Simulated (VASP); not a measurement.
# Sc (I4/mmm) in VASP: a series of runs, part 2 of 2

VASP 6.6.1.

## 3. Single point, PBEsol (strain +0.015 along x and y, +0.030 along z)

INCAR

```
SYSTEM = Sc
ALGO = Normal
EDIFF = 1E-6
ENCUT = 520
GGA = PS
ISIF = 2
ISMEAR = 0
LASPH = .TRUE.
LCHARG = .FALSE.
LREAL = .FALSE.
LWAVE = .FALSE.
NBANDS = 12
NELM = 80
PREC = Accurate
SIGMA = 0.15
```

KPOINTS

```
k-points
0
G
  18 18 18
  0 0 0
```

POSCAR

```
Sc
1.0
    0.0000000000      2.3045575000      2.3386150000
    2.3045575000      0.0000000000      2.3386150000
    2.3045575000      2.3045575000      0.0000000000
Sc
1
Direct
    0.0000000000      0.0000000000      0.0000000000
```

Potentials or basis: VASP PAW PBE potentials, release 64 (Sc_sv).

The run is started by

```bash
$ cat potpaw_PBE.64/Sc_sv/POTCAR > POTCAR
$ mpirun -np 1 vasp_std > vasp.out
```

OUTCAR:

```text
SYSTEM = Sc
   EDIFF = 1E-6
   ENCUT = 520
   GGA = PS
   ISIF = 2
   ISMEAR = 0
   LASPH = .TRUE.
   LREAL = .FALSE.
   NELM = 80
   PREC = Accurate

 ion  position               nearest neighbor table
   1  0.000  0.000  0.000-

  LATTYP: Found a body centered tetragonal cell.
 ALAT       =     3.2591364718
 C/A-ratio  =     1.4351132702

  Lattice vectors:

 A1 = (  -2.3045575000,   0.0000000000,   2.3386150000)
 A2 = (   2.3045575000,   0.0000000000,   2.3386150000)
 A3 = (   0.0000000000,   2.3045575000,  -2.3386150000)

Analysis of symmetry for initial positions (statically):
=====================================================================
 Subroutine PRICEL returns:
 Original cell was already a primitive cell.

 Routine SETGRP: Setting up the symmetry group for a
 body centered tetragonal supercell.

 Subroutine GETGRP returns: Found 16 space group operations
 (whereof 16 operations were pure point group operations)
 out of a pool of 16 trial point group operations.

The static configuration has the point symmetry D_4h.

Analysis of symmetry for dynamics (positions and initial velocities):
=====================================================================
 Subroutine PRICEL returns:
 Original cell was already a primitive cell.

 Routine SETGRP: Setting up the symmetry group for a
 body centered tetragonal supercell.

 Subroutine GETGRP returns: Found 16 space group operations
 (whereof 16 operations were pure point group operations)
 out of a pool of 16 trial point group operations.

The dynamic configuration has the point symmetry D_4h.

 Subroutine INISYM returns: Found 16 space group operations
 (whereof 16 operations are pure point group operations),
 and found     1 'primitive' translations

----------------------------------------------------------------------------------------

                                     Primitive cell

  volume of cell :      24.8407

  direct lattice vectors                    reciprocal lattice vectors
     0.000000000  2.304557500  2.338615000    -0.216961391  0.216961391  0.213801759
     2.304557500  0.000000000  2.338615000     0.216961391 -0.216961391  0.213801759
     2.304557500  2.304557500  0.000000000     0.216961391  0.216961391 -0.213801759

  length of vectors
     3.283307081  3.283307081  3.259136472     0.373972836  0.373972836  0.373972836

  position of ions in fractional coordinates (direct lattice)
     0.000000000  0.000000000  0.000000000

  ion indices of the primitive-cell ions
   primitive index   ion index
                 1           1

----------------------------------------------------------------------------------------

 KPOINTS: k-points

Automatic generation of k-mesh.
 Grid dimensions read from file:
 generate k-points for:   18   18   18

 Generating k-lattice:

  Cartesian coordinates                     Fractional coordinates (reciprocal lattice)
    -0.012053411  0.012053411  0.011877875     0.055555556  0.000000000  0.000000000
     0.012053411 -0.012053411  0.011877875     0.000000000  0.055555556  0.000000000
     0.012053411  0.012053411 -0.011877875     0.000000000  0.000000000  0.055555556

  Length of vectors
     0.020776269  0.020776269  0.020776269

  Shift w.r.t. Gamma in fractional coordinates (k-lattice)
     0.000000000  0.000000000  0.000000000

 Subroutine IBZKPT returns following result:
 ===========================================

 Found    480 irreducible k-points:

 Following reciprocal coordinates:
            Coordinates               Weight
  0.000000  0.000000  0.000000      1.000000
  0.055556  0.000000  0.000000      8.000000
  0.111111  0.000000  0.000000      8.000000
  0.166667  0.000000  0.000000      8.000000
  0.222222 -0.000000  0.000000      8.000000
  0.277778 -0.000000  0.000000      8.000000
[... 16 lines left out ...]
 -0.277778  0.055556  0.000000      8.000000
 -0.222222  0.055556  0.000000      8.000000
 [... further k-points ...]
   k-points           NKPTS =    480   k-points in BZ     NKDIM =    480   number of bands    NBANDS=     12
   number of dos      NEDOS =    301   number of ions     NIONS =      1
   total plane-waves  NPLWV =  13824
   dimension x,y,z NGX =    24 NGY =   24 NGZ =   24
   dimension x,y,z NGXF=    48 NGYF=   48 NGZF=   48
   ions per type =               1
   NGX,Y,Z   is equivalent  to a cutoff of  12.15, 12.15, 12.24 a.u.
   NGXF,Y,Z  is equivalent  to a cutoff of  24.30, 24.30, 24.48 a.u.
 SYSTEM =  Sc
   PREC   = accura    normal or accurate (medium, high low for compatibility)
   ISTART =      0    job   : 0-new  1-cont  2-samecut
   ICHARG =      2    charge: 1-file 2-atom 10-const
   ISPIN  =      1    spin polarized calculation?
   LNONCOLLINEAR =      F non collinear calculations
   LSORBIT =      F    spin-orbit coupling
   LASPH  =      T    aspherical Exc in radial PAW
   ENCUT  =  520.0 eV  38.22 Ry    6.18 a.u.   6.10  6.10  6.06*2*pi/ulx,y,z
   NELM   =     80;   NELMIN=  2; NELMDL= -5     # of ELM steps
   EDIFF  = 0.1E-05   stopping-criterion for ELM
   LREAL  =      F    real-space projection
   EDIFFG = 0.1E-04   stopping-criterion for IOM
   NSW    =      0    number of steps for IOM
   IBRION =     -1    ionic relax: 0-MD 1-quasi-New 2-CG
   NFREE  =      0    steps in history (QN), initial steepest desc. (CG)
   ISIF   =      2    stress and relaxation
   ISYM   =      2    0-nonsym 1-usesym 2-fastsym
   POTIM  = 0.5000    time-step for ionic-motion
   TEBEG  =    0.0;   TEEND  =   0.0 temperature during run
   PSTRESS=    0.0 pullay stress
   NELECT =      11.0000    total number of electrons
   NUPDOWN=      -1.0000    fix difference up-down
   EMIN   =  10.00;   EMAX   =-10.00  energy-range for DOS
   EFERMI =   0.00;   METHOD = LEGACY
   ISMEAR =     0;   SIGMA  =   0.15  broadening in eV -4-tet -1-fermi 0-gaus
   EFERMI_NEDOS =   21; number of points for ismear=-14 and -15
   IALGO  =     38    algorithm
   IMIX   =      4    mixing-type and parameters
     AMIX     =   0.40;   BMIX     =  1.00
     AMIX_MAG =   1.60;   BMIX_MAG =  1.00
  volume/ion in A,a.u.               =      24.84       167.63
  Fermi-wavevector in a.u.,A,eV,Ry     =   1.247818  2.358033 21.184936  1.557049
  Thomas-Fermi vector in A             =   2.381933
   LORBIT       =      0    0 simple, 1 ext, 2 COOP (PROOUT), +10 PAW based schemes
   GGA     = PS    functional components
   LHFCALC =     F    Hartree Fock is set to
   AEXX    =    0.0000 exact exchange contribution
   IVDW    =     0    specifies the selected vdW correction
   LEPSILON=     F    determine dielectric tensor
   LRPA    =     F    only Hartree local field effects (RPA)
 non-spin polarized calculation
 Gauss-broadening in eV      SIGMA  =   0.15
  energy-cutoff  :      520.00
  volume of cell :       24.84
 maximum number of plane-waves:       684
   NGX = 13   NGY = 13   NGZ = 13

 number of electron      11.0000000 magnetization

 Free energy of the ion-electron system (eV)
  ---------------------------------------------------
  ext. energy  EPLUGINS =         0.00000000
  ---------------------------------------------------
  free energy    TOTEN  =        -6.55990865 eV

  energy without entropy =       -6.53730672  energy(sigma->0) =       -6.54860769

 E-fermi :   3.5881     XC(G=0):  -9.9562

 val. band max:        3.5831183463   @ k =   0.4444   0.0000   0.1667
 cond. band min:       3.5914087986   @ k =  -0.2778   0.1111   0.2778
 fundamental gap:      0.0082904523
 Fermi energy:         3.5881071810

 k-point     1 :       0.0000    0.0000    0.0000
  band No.  band energies     occupation
      1     -45.6567      2.00000
      2     -24.1635      2.00000
      3     -24.1635      2.00000
      4     -24.1629      2.00000
      5      -1.5940      2.00000
      6       5.0913      0.00000
      7       5.1862      0.00000
      8       5.1862      0.00000
      9       6.4645      0.00000
     10       6.5747      0.00000
     11      16.0750      0.00000
     12      19.2476      0.00000
[... 331 lines left out ...]
 k-point    24 :      -0.2222    0.0556    0.0000
  band No.  band energies     occupation
      1     -45.6279      2.00000
      2     -24.3535      2.00000
      3     -24.2012      2.00000
      4     -24.1819      2.00000
      5      -0.1755      2.00000
      6       4.3304      0.00000
      7       5.2793      0.00000
      8       5.4669      0.00000
      9       6.3637      0.00000
     10       6.7222      0.00000
     11      14.1314      0.00000
     12      16.5563      0.00000

 [... further k-points ...]

------------------------ aborting loop because EDIFF is reached ----------------------------------------

  FORCE on cell =-STRESS in cart. coord.  units (eV):
  Direction    XX          YY          ZZ          XY          YZ          ZX
  --------------------------------------------------------------------------------------
  -------------------------------------------------------------------------------------
  Total       -0.3685520     -0.3685520     -0.4354512      0.0000000      0.0000000     -0.0000000
  in kB      -23.7708932    -23.7708932    -28.0857625      0.0000000      0.0000000     -0.0000000
  external PRESSURE =     -25.2091829 kB  Pullay stress =       0.0000000 kB

 VOLUME and BASIS-vectors are now :
 -----------------------------------------------------------------------------
  energy-cutoff  :      520.00
  volume of cell :       24.84
      direct lattice vectors                 reciprocal lattice vectors
     0.000000000  2.304557500  2.338615000    -0.216961391  0.216961391  0.213801759
     2.304557500  0.000000000  2.338615000     0.216961391 -0.216961391  0.213801759
     2.304557500  2.304557500  0.000000000     0.216961391  0.216961391 -0.213801759

 POSITION                                       TOTAL-FORCE (eV/Angst)
 -----------------------------------------------------------------------------------
      0.00000      0.00000      0.00000        -0.000000      0.000000     -0.000000
 -----------------------------------------------------------------------------------
    total drift:                               -0.000000      0.000000      0.000000

  FREE ENERGIE OF THE ION-ELECTRON SYSTEM (eV)
  ---------------------------------------------------
  free  energy   TOTEN  =        -6.5599086519 eV

  energy  without entropy=       -6.5373067250  energy(sigma->0) =       -6.54860769
```

OSZICAR:

```text
N       E                     dE             d eps       ncg     rms          rms(c)
DAV:   1     0.733081879710E+02    0.73308E+02   -0.50692E+03 11544   0.891E+02
DAV:   2    -0.590169505530E+01   -0.79210E+02   -0.77688E+02 11536   0.284E+02
DAV:   3    -0.732244260244E+01   -0.14207E+01   -0.13931E+01 15612   0.496E+01
DAV:   4    -0.734537399607E+01   -0.22931E-01   -0.22912E-01 14448   0.502E+00
DAV:   5    -0.734575220825E+01   -0.37821E-03   -0.37821E-03 15456   0.604E-01    0.552E+00
DAV:   6    -0.665306605276E+01    0.69269E+00   -0.10400E+00 17432   0.144E+01    0.159E+00
DAV:   7    -0.656570288349E+01    0.87363E-01   -0.20409E-01 18368   0.608E+00    0.601E-01
DAV:   8    -0.656104508158E+01    0.46578E-02   -0.19605E-02 14224   0.205E+00    0.211E-01
DAV:   9    -0.655993025972E+01    0.11148E-02   -0.37728E-03 17240   0.866E-01    0.356E-02
DAV:  10    -0.655991171894E+01    0.18541E-04   -0.14973E-04 17856   0.158E-01    0.115E-02
DAV:  11    -0.655990855824E+01    0.31607E-05   -0.88222E-06 17776   0.428E-02    0.102E-03
DAV:  12    -0.655990865186E+01   -0.93617E-07   -0.51109E-08  6836   0.317E-03
   1 F= -.65599087E+01 E0= -.65486077E+01  d E =-.226019E-01
```

stdout:

```text
POSCAR found type information on POSCAR Sc
 POSCAR found :  1 types and       1 ions
 scaLAPACK will be used
 -----------------------------------------------------------------------------
|                                                                             |
|                                                                             |
|     You enforced a specific xc type in the INCAR file but a different       |
|     I HOPE YOU KNOW WHAT YOU ARE DOING!                                     |
|                                                                             |
 -----------------------------------------------------------------------------

 LDA part: xc-table for (Slater+PW92), standard interpolation
 POSCAR, INCAR and KPOINTS ok, starting setup
 FFT: planning ... GRIDC
 FFT: planning ... GRID_SOFT
 FFT: planning ... GRID
 WAVECAR not read
 entering main loop
```

It took 30 s on 1 thread of Intel Xeon 6975P-C (Granite Rapids), shared host; peak memory 0.25 GiB.

Results:

| Item | Value |
| --- | --- |
| Free energy | -6.5599 eV |
| Pressure | -2.5 GPa |
| Band gap on the k mesh | zero (an odd number of electrons rules out a gap without spin polarisation) |

Caveat: the cell differs from its parent crystal (strain +0.015 along x and y, +0.030 along z); the PAW data sets were made with another functional, which shifts forces and pressure a little.

## 4. Single point, PBEsol (strain +0.030 along x and y, +0.015 along z)

INCAR

```
ALGO     = Fast           # electronic algorithm
EDIFF    = 1E-6           # SCF threshold, eV
ENCUT    = 520            # plane-wave cutoff, eV
GGA      = PS             # functional
ISIF     = 2              # what is computed and relaxed
ISMEAR   = 0              # smearing method
LASPH    = True           # aspherical terms in the spheres
LCHARG   = False          # write CHGCAR
LREAL    = False          # projectors in reciprocal space
LWAVE    = False          # write WAVECAR
NBANDS   = 12             # bands
NELM     = 80             # most SCF steps
PREC     = Accurate       # precision mode
SIGMA    = 0.15           # smearing width, eV
```

KPOINTS

```
k-points
0
Gamma
  18 18 18
```

POSCAR

```
Sc
1.0
    0.0000000000      2.3386150000      2.3045575000
    2.3386150000      0.0000000000      2.3045575000
    2.3386150000      2.3386150000      0.0000000000
Sc
1
Direct
    0.0000000000      0.0000000000      0.0000000000
```

The run is started by

```bash
$ cat potpaw_PBE.64/Sc_sv/POTCAR > POTCAR
$ mpirun -np 1 vasp_std > vasp.out
```

Wall time 50 s (1 thread of Intel Xeon 6975P-C (Granite Rapids), shared host); peak memory 0.25 GiB.

The run converged. Its results:

```yaml
Free_energy: -6.5536 eV
Pressure: -3.2 GPa
Band_gap_on_the_k_mesh: zero (an odd number of electrons rules out a gap without spin polarisation)
```

Stress tensor (GPa, compression positive):
```
-3.38  0.00  0.00
 0.00 -3.38  0.00
 0.00  0.00 -2.98
```

Levels at points of the mesh, in eV from the Fermi level:
```
           k point  band 1  band 2  band 3  band 4  band 5  band 6  band 7  band 8  band 9  band 10
(0.00, 0.00, 0.00)  -49.28  -27.80  -27.80  -27.80   -5.15    1.52    1.52    1.61    2.83     2.94
(0.50, 0.00, 0.00)  -49.23  -28.17  -27.85  -27.84   -1.75    0.20    1.39    1.49    3.74     3.78
(0.50, 0.50, 0.00)  -49.21  -28.15  -27.94  -27.94   -1.46   -0.62    1.98    3.75    3.99     3.99
(0.50, 0.00, 0.50)  -49.21  -28.14  -27.93  -27.92   -1.49   -0.59    1.77    3.75    3.95     4.02
```

Caveat: the cell differs from its parent crystal (strain +0.030 along x and y, +0.015 along z); the cell stands under tension; the PAW data sets were made with another functional, which shifts forces and pressure a little.

## 5. Summary

```csv
cell,gap on the mesh (eV),pressure (GPa)
"a = 3.259, b = 3.259, c = 3.307 Å, angles 59.5, 59.5, 61.0°, 1 atom",none,-2.5
"a = 3.283, b = 3.283, c = 3.259 Å, angles 60.2, 60.2, 59.5°, 1 atom",none,-2.5
"a = 3.283, b = 3.283, c = 3.307 Å, angles 59.8, 59.8, 60.5°, 1 atom",none,-3.2
```

Alike in all rows: task single point; level PBEsol; potentials or basis VASP PAW PBE potentials, release 64 (Sc_sv); no spin polarisation; k mesh 18 × 18 × 18; cutoff (eV) 520; smearing gaussian 0.15 eV.

Caveats: the PAW data sets were made with another functional, which shifts forces and pressure a little; the cell stands under tension (at least some runs).

Absolute energies hang on the potentials; compare differences alone.
